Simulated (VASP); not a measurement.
CoO, 2 atoms in the cell. The structure is cubic, space group F-43m (No. 216). Conventional cell: a = 4.687 Å, b = 4.687 Å, c = 4.687 Å, α = 90.00°, β = 90.00°, γ = 90.00°. Within 2.7 Å of Co (site symmetry -43m) lie 4 O at 2.03 Å. O (site symmetry -43m) has 4 Co at 2.03 Å within 2.7 Å. 

```yaml
Program: VASP 6.6.1
Task: single point
Functional: PBE
Potentials_or_basis: VASP PAW PBE potentials, release 64 (Co_sv, O)
Cutoff: 600 eV
k_mesh: 10 × 10 × 10
Occupations: fermi-dirac, width 0.05 eV
Spin: collinear spin, ferromagnetic start
Starting_moments: "[2.0, 0.0] μB"
Dipole_correction: no
Second_run: valence_matched
Further_INCAR_settings: ALGO = Normal; EDIFF = 1e-06; NBANDS = 22
```

Potentials or basis: VASP PAW PBE potentials, release 64 (Co_sv, O).

Command:

```sh
$ cat potpaw_PBE.64/Co_sv/POTCAR potpaw_PBE.64/O/POTCAR > POTCAR
$ mpirun -np 1 vasp_std > vasp.out
```

Hardware: 1 thread of Intel(R) Xeon(R) 6975P-C (Granite Rapids) (shared host).

Q: Estimate the wall time of this run.

A: Wall time 43 s on 1 thread of Intel(R) Xeon(R) 6975P-C (Granite Rapids) (shared host), peak memory 0.19 GiB. Counts: scf iterations 17, k points 47.
